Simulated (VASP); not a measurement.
# NaCl (Fm-3m) in VASP: a series of runs

NaCl is run at these levels: PBE, PBEsol+D4, BLYP+D4; tasks: single point.

Everything below comes from runs of VASP 6.6.1. Logs are shortened: lines on timing, memory, paths and dates and some standing lists are left out, and cuts for length are marked.

### Step 1. The cell of the first run

It takes space group Fm-3m (No. 225, cubic). The conventional cell has a = 5.588 Å, b = 5.588 Å, c = 5.588 Å, α = 90.00°, β = 90.00°, γ = 90.00°. Within 3.7 Å of Cl (site symmetry m-3m) lie 6 Na at 2.79 Å. Within 3.7 Å of Na (site symmetry m-3m) lie 6 Cl at 2.79 Å.

### Step 2. Single point, PBE

File INCAR:

```
SYSTEM = NaCl
ALGO = Normal
EDIFF = 1E-6
ENCUT = 500
GGA = PE
GGA_COMPAT = .FALSE.
ISIF = 2
ISMEAR = 0
LASPH = .TRUE.
LCHARG = .FALSE.
LREAL = .FALSE.
LWAVE = .FALSE.
NBANDS = 14
NELM = 120
PREC = Accurate
SIGMA = 0.018000000000000002
```

File KPOINTS:

```
k-points
0
G
  8 8 8
  0 0 0
```

File POSCAR:

```
NaCl
1.0
    0.0000000000      2.7940632177      2.7940632177
    2.7940632177      0.0000000000      2.7940632177
    2.7940632177      2.7940632177      0.0000000000
Cl Na
1 1
Direct
    0.5000000000      0.5000000000      0.5000000000
    0.0000000000      0.0000000000      0.0000000000
```

Potentials or basis: VASP PAW PBE potentials, release 64 (Cl, Na_pv).

Run with:

```
> cat potpaw_PBE.64/Cl/POTCAR potpaw_PBE.64/Na_pv/POTCAR > POTCAR
> mpirun -np 1 vasp_std > vasp.out
```

OUTCAR:

```text
SYSTEM = NaCl
   EDIFF = 1E-6
   ENCUT = 500
   GGA = PE
   ISIF = 2
   ISMEAR = 0
   LASPH = .TRUE.
   LREAL = .FALSE.
   NELM = 120
   PREC = Accurate

 ion  position               nearest neighbor table
   1  0.500  0.500  0.500-
   2  0.000  0.000  0.000-

  LATTYP: Found a face centered cubic cell.
 ALAT       =     5.5881264354

  Lattice vectors:

 A1 = (   0.0000000000,   2.7940632177,   2.7940632177)
 A2 = (   2.7940632177,   0.0000000000,   2.7940632177)
 A3 = (   2.7940632177,   2.7940632177,   0.0000000000)

Analysis of symmetry for initial positions (statically):
=====================================================================
 Subroutine PRICEL returns:
 Original cell was already a primitive cell.

 Routine SETGRP: Setting up the symmetry group for a
 face centered cubic supercell.

 Subroutine GETGRP returns: Found 48 space group operations
 (whereof 48 operations were pure point group operations)
 out of a pool of 48 trial point group operations.

The static configuration has the point symmetry O_h .

Analysis of symmetry for dynamics (positions and initial velocities):
=====================================================================
 Subroutine PRICEL returns:
 Original cell was already a primitive cell.

 Routine SETGRP: Setting up the symmetry group for a
 face centered cubic supercell.

 Subroutine GETGRP returns: Found 48 space group operations
 (whereof 48 operations were pure point group operations)
 out of a pool of 48 trial point group operations.

The dynamic configuration has the point symmetry O_h .

 Subroutine INISYM returns: Found 48 space group operations
 (whereof 48 operations are pure point group operations),
 and found     1 'primitive' translations

----------------------------------------------------------------------------------------

                                     Primitive cell

  volume of cell :      43.6253

  direct lattice vectors                    reciprocal lattice vectors
     0.000000000  2.794063218  2.794063218    -0.178950854  0.178950854  0.178950854
     2.794063218  0.000000000  2.794063218     0.178950854 -0.178950854  0.178950854
     2.794063218  2.794063218  0.000000000     0.178950854  0.178950854 -0.178950854

  length of vectors
     3.951402097  3.951402097  3.951402097     0.309951972  0.309951972  0.309951972

[... 88 lines left out ...]
   POTIM  = 0.5000    time-step for ionic-motion
   TEBEG  =    0.0;   TEEND  =   0.0 temperature during run
   PSTRESS=    0.0 pullay stress
   NELECT =      14.0000    total number of electrons
   NUPDOWN=      -1.0000    fix difference up-down
   EMIN   =  10.00;   EMAX   =-10.00  energy-range for DOS
   EFERMI =   0.00;   METHOD = LEGACY
   ISMEAR =     0;   SIGMA  =   0.02  broadening in eV -4-tet -1-fermi 0-gaus
   EFERMI_NEDOS =   21; number of points for ismear=-14 and -15
   IALGO  =     38    algorithm
   IMIX   =      4    mixing-type and parameters
     AMIX     =   0.40;   BMIX     =  1.00
     AMIX_MAG =   1.60;   BMIX_MAG =  1.00
  volume/ion in A,a.u.               =      21.81       147.20
  Fermi-wavevector in a.u.,A,eV,Ry     =   1.120825  2.118053 17.092312  1.256249
  Thomas-Fermi vector in A             =   2.257475
   LORBIT       =      0    0 simple, 1 ext, 2 COOP (PROOUT), +10 PAW based schemes
   GGA     = PE    functional components
   LHFCALC =     F    Hartree Fock is set to
   AEXX    =    0.0000 exact exchange contribution
   IVDW    =     0    specifies the selected vdW correction
   LEPSILON=     F    determine dielectric tensor
   LRPA    =     F    only Hartree local field effects (RPA)
 non-spin polarized calculation
 Gauss-broadening in eV      SIGMA  =   0.02
  energy-cutoff  :      500.00
  volume of cell :       43.63
 maximum number of plane-waves:      1124
 NGX is ok and might be reduce to    30
   NGX = 15   NGY = 15   NGZ = 15

 number of electron      14.0000007 magnetization

 Free energy of the ion-electron system (eV)
  ---------------------------------------------------
  ext. energy  EPLUGINS =         0.00000000
  ---------------------------------------------------
  free energy    TOTEN  =        -6.76562411 eV

  energy without entropy =       -6.76562411  energy(sigma->0) =       -6.76562411

 E-fermi :  -0.4435     XC(G=0):  -8.2856

 val. band max:       -0.5681374487   @ k =   0.0000   0.0000   0.0000
 cond. band min:       4.6475618794   @ k =   0.0000   0.0000   0.0000
 fundamental gap:      5.2156993281
 Fermi energy:        -0.4435197875

 k-point     1 :       0.0000    0.0000    0.0000
  band No.  band energies     occupation
      1     -21.3348      2.00000
      2     -21.3348      2.00000
      3     -21.3348      2.00000
      4     -13.2914      2.00000
      5      -0.5681      2.00000
      6      -0.5681      2.00000
      7      -0.5681      2.00000
      8       4.6476      0.00000
      9      10.5795      0.00000
     10      10.5795      0.00000
     11      10.5795      0.00000
     12      12.7768      0.00000
     13      12.7768      0.00000
     14      14.4296      0.00000
[... 377 lines left out ...]
      1     -21.3616      2.00000
      2     -21.3440      2.00000
      3     -21.3397      2.00000
      4     -12.8916      2.00000
      5      -2.2920      2.00000
      6      -1.3674      2.00000
      7      -1.0011      2.00000
      8       7.8330      0.00000
      9       9.0916      0.00000
     10       9.8095      0.00000
     11      11.2668      0.00000
     12      13.9267      0.00000
     13      15.2280      0.00000
     14      16.2332      0.00000

 [... further k-points ...]

------------------------ aborting loop because EDIFF is reached ----------------------------------------

  FORCE on cell =-STRESS in cart. coord.  units (eV):
  Direction    XX          YY          ZZ          XY          YZ          ZX
  --------------------------------------------------------------------------------------
  -------------------------------------------------------------------------------------
  Total        0.4071530      0.4071530      0.4071530      0.0000000     -0.0000000      0.0000000
  in kB       14.9530413     14.9530413     14.9530413      0.0000000     -0.0000000      0.0000000
  external PRESSURE =      14.9530413 kB  Pullay stress =       0.0000000 kB

 VOLUME and BASIS-vectors are now :
 -----------------------------------------------------------------------------
  energy-cutoff  :      500.00
  volume of cell :       43.63
      direct lattice vectors                 reciprocal lattice vectors
     0.000000000  2.794063218  2.794063218    -0.178950854  0.178950854  0.178950854
     2.794063218  0.000000000  2.794063218     0.178950854 -0.178950854  0.178950854
     2.794063218  2.794063218  0.000000000     0.178950854  0.178950854 -0.178950854

 POSITION                                       TOTAL-FORCE (eV/Angst)
 -----------------------------------------------------------------------------------
      2.79406      2.79406      2.79406         0.000000      0.000000      0.000000
      0.00000      0.00000      0.00000         0.000000      0.000000      0.000000
 -----------------------------------------------------------------------------------
    total drift:                               -0.000000      0.000000      0.000000

  FREE ENERGIE OF THE ION-ELECTRON SYSTEM (eV)
  ---------------------------------------------------
  free  energy   TOTEN  =        -6.7656241064 eV

  energy  without entropy=       -6.7656241064  energy(sigma->0) =       -6.76562411
```

stdout:

```text
POSCAR found type information on POSCAR ClNa
 POSCAR found :  2 types and       2 ions
 scaLAPACK will be used
 LDA part: xc-table for (Slater+PW92), standard interpolation
 POSCAR, INCAR and KPOINTS ok, starting setup
 FFT: planning ... GRIDC
 FFT: planning ... GRID_SOFT
 FFT: planning ... GRID
 WAVECAR not read
 entering main loop
```

Run time: 13 s. Hardware: 1 thread of Intel Xeon 6975P-C, shared host; peak memory 0.16 GiB.

Results:

```
Free energy            : -6.7656 eV
Pressure               : 1.5 GPa
Band gap on the k mesh : 5.22 eV, direct
```

Levels at points of the mesh, in eV from the valence-band top:
```csv
k point,band 5,band 6,band 7,band 8,band 9,band 10
"(0.00, 0.00, 0.00)",0.00,0.00,0.00,5.22,11.15,11.15
"(0.50, 0.00, 0.00)",-2.01,-0.28,-0.28,7.32,10.85,11.04
"(0.50, 0.50, 0.00)",-1.73,-0.62,-0.62,7.62,8.05,11.52
```

As with any semilocal functional, this PBE gap is likely too small.

### Step 3. Single point, PBE

File INCAR:

```
PREC     = Accurate       # precision mode
ENCUT    = 500            # plane-wave cutoff, eV
EDIFF    = 1E-6           # SCF threshold, eV
ISMEAR   = 0              # smearing method
SIGMA    = 0.02           # smearing width, eV
LREAL    = F              # projectors in reciprocal space
LASPH    = T              # aspherical terms in the spheres
NELM     = 120            # most SCF steps
ALGO     = Normal         # electronic algorithm
ISIF     = 2              # what is computed and relaxed
LWAVE    = F              # write WAVECAR
LCHARG   = T              # write CHGCAR
GGA      = PE             # functional
LELF     = T              # ELF
LVHAR    = T            
NBANDS   = 14             # bands
GGA_COMPAT= F
```

File KPOINTS:

```
regular mesh
0
Gamma
  8 8 8
```

POSCAR is that of step 2.

Potentials or basis: VASP PAW PBE potentials, release 64 (Cl, Na_pv).

Run with:

```
> cat potpaw_PBE.64/Cl/POTCAR potpaw_PBE.64/Na_pv/POTCAR > POTCAR
> mpirun -np 1 vasp_std > vasp.out
```

OUTCAR:

```text
PREC = Accurate
   ENCUT = 500
   EDIFF = 1E-6
   ISMEAR = 0
   LREAL = F
   LASPH = T
   NELM = 120
   ISIF = 2
   GGA = PE

 ion  position               nearest neighbor table
   1  0.500  0.500  0.500-
   2  0.000  0.000  0.000-

  LATTYP: Found a face centered cubic cell.
 ALAT       =     5.5881264354

  Lattice vectors:

 A1 = (   0.0000000000,   2.7940632177,   2.7940632177)
 A2 = (   2.7940632177,   0.0000000000,   2.7940632177)
 A3 = (   2.7940632177,   2.7940632177,   0.0000000000)

Analysis of symmetry for initial positions (statically):
=====================================================================
 Subroutine PRICEL returns:
 Original cell was already a primitive cell.

 Routine SETGRP: Setting up the symmetry group for a
 face centered cubic supercell.

 Subroutine GETGRP returns: Found 48 space group operations
 (whereof 48 operations were pure point group operations)
 out of a pool of 48 trial point group operations.

The static configuration has the point symmetry O_h .

Analysis of symmetry for dynamics (positions and initial velocities):
=====================================================================
 Subroutine PRICEL returns:
 Original cell was already a primitive cell.

 Routine SETGRP: Setting up the symmetry group for a
 face centered cubic supercell.

 Subroutine GETGRP returns: Found 48 space group operations
 (whereof 48 operations were pure point group operations)
 out of a pool of 48 trial point group operations.

The dynamic configuration has the point symmetry O_h .

 Subroutine INISYM returns: Found 48 space group operations
 (whereof 48 operations are pure point group operations),
 and found     1 'primitive' translations

----------------------------------------------------------------------------------------

                                     Primitive cell
[... 118 lines left out ...]
   AEXX    =    0.0000 exact exchange contribution
   IVDW    =     0    specifies the selected vdW correction
   LEPSILON=     F    determine dielectric tensor
   LRPA    =     F    only Hartree local field effects (RPA)
 non-spin polarized calculation
 Gauss-broadening in eV      SIGMA  =   0.02
  energy-cutoff  :      500.00
  volume of cell :       43.63
 maximum number of plane-waves:      1124
 NGX is ok and might be reduce to    30
   NGX = 15   NGY = 15   NGZ = 15

 number of electron      14.0000007 magnetization

 Free energy of the ion-electron system (eV)
  ---------------------------------------------------
  ext. energy  EPLUGINS =         0.00000000
  ---------------------------------------------------
  free energy    TOTEN  =        -6.76562411 eV

  energy without entropy =       -6.76562411  energy(sigma->0) =       -6.76562411

 E-fermi :  -0.4435     XC(G=0):  -8.2856

 val. band max:       -0.5681374487   @ k =   0.0000   0.0000   0.0000
 cond. band min:       4.6475618794   @ k =   0.0000   0.0000   0.0000
 fundamental gap:      5.2156993281
 Fermi energy:        -0.4435197875

 k-point     1 :       0.0000    0.0000    0.0000
  band No.  band energies     occupation
      1     -21.3348      2.00000
      2     -21.3348      2.00000
      3     -21.3348      2.00000
      4     -13.2914      2.00000
      5      -0.5681      2.00000
      6      -0.5681      2.00000
      7      -0.5681      2.00000
      8       4.6476      0.00000
      9      10.5795      0.00000
     10      10.5795      0.00000
     11      10.5795      0.00000
     12      12.7768      0.00000
     13      12.7768      0.00000
     14      14.4296      0.00000
[... 377 lines left out ...]
      1     -21.3616      2.00000
      2     -21.3440      2.00000
      3     -21.3397      2.00000
      4     -12.8916      2.00000
      5      -2.2920      2.00000
      6      -1.3674      2.00000
      7      -1.0011      2.00000
      8       7.8330      0.00000
      9       9.0916      0.00000
     10       9.8095      0.00000
     11      11.2668      0.00000
     12      13.9267      0.00000
     13      15.2280      0.00000
     14      16.2332      0.00000

 [... further k-points ...]

------------------------ aborting loop because EDIFF is reached ----------------------------------------

  FORCE on cell =-STRESS in cart. coord.  units (eV):
  Direction    XX          YY          ZZ          XY          YZ          ZX
  --------------------------------------------------------------------------------------
  -------------------------------------------------------------------------------------
  Total        0.4071530      0.4071530      0.4071530      0.0000000     -0.0000000      0.0000000
  in kB       14.9530413     14.9530413     14.9530413      0.0000000     -0.0000000      0.0000000
  external PRESSURE =      14.9530413 kB  Pullay stress =       0.0000000 kB

 VOLUME and BASIS-vectors are now :
 -----------------------------------------------------------------------------
  energy-cutoff  :      500.00
  volume of cell :       43.63
      direct lattice vectors                 reciprocal lattice vectors
     0.000000000  2.794063218  2.794063218    -0.178950854  0.178950854  0.178950854
     2.794063218  0.000000000  2.794063218     0.178950854 -0.178950854  0.178950854
     2.794063218  2.794063218  0.000000000     0.178950854  0.178950854 -0.178950854

 POSITION                                       TOTAL-FORCE (eV/Angst)
 -----------------------------------------------------------------------------------
      2.79406      2.79406      2.79406         0.000000      0.000000      0.000000
      0.00000      0.00000      0.00000         0.000000      0.000000      0.000000
 -----------------------------------------------------------------------------------
    total drift:                               -0.000000      0.000000      0.000000

  FREE ENERGIE OF THE ION-ELECTRON SYSTEM (eV)
  ---------------------------------------------------
  free  energy   TOTEN  =        -6.7656241064 eV

  energy  without entropy=       -6.7656241064  energy(sigma->0) =       -6.76562411
```

stdout:

```text
POSCAR found type information on POSCAR ClNa
 POSCAR found :  2 types and       2 ions
 scaLAPACK will be used
 LDA part: xc-table for (Slater+PW92), standard interpolation
 POSCAR, INCAR and KPOINTS ok, starting setup
 FFT: planning ... GRIDC
 FFT: planning ... GRID_SOFT
 FFT: planning ... GRID
 WAVECAR not read
 entering main loop
```

It took 15 s on 1 thread of Intel Xeon 6975P-C, shared host; peak memory 0.16 GiB.

What came out:

```yaml
Free_energy: -6.7656 eV
Pressure: 1.5 GPa
Band_gap_on_the_k_mesh: 5.22 eV, direct
```

[end of part 1 of 2]
